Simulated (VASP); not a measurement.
Input of a VASP 6.6.1 run:

Contents of INCAR:

```
PREC = Accurate ; ENCUT = 520
EDIFF = 1E-6 ; ISMEAR = -1
SIGMA = 0.03 ; LREAL = F
LASPH = T ; NELM = 60
ALGO = Normal ; ISIF = 2
LWAVE = F ; LCHARG = F
GGA = PS ; NBANDS = 15
```

The input KPOINTS:

```
Automatic mesh
0
Gamma
  8 8 8
```

The input POSCAR:

```
SrO
1.0
    0.0256980000      2.5826490000      2.5826490000
    2.5826490000      0.0256980000      2.5826490000
    2.5826490000      2.5826490000      0.0256980000
Sr O
1 1
Direct
    0.0000000000      0.0000000000      0.0000000000
    0.5000000000      0.5000000000      0.5000000000
```

Potentials or basis: VASP PAW PBE potentials, release 64 (Sr_sv, O).

The run is started by

```console
$ cat potpaw_PBE.64/Sr_sv/POTCAR potpaw_PBE.64/O/POTCAR > POTCAR
$ mpirun -np 1 vasp_std > vasp.out
```

(1) Estimate the band gap on the k mesh.

(2) Estimate the pressure.

Answers

(1) 3.14 eV, indirect (least direct gap 3.23 eV).

(2) -0.3 GPa.

Caveat: the cell differs from its parent crystal (equal xy, yz and zx shear strains of +1 %); the PAW data sets were made with another functional, which shifts forces and pressure a little.
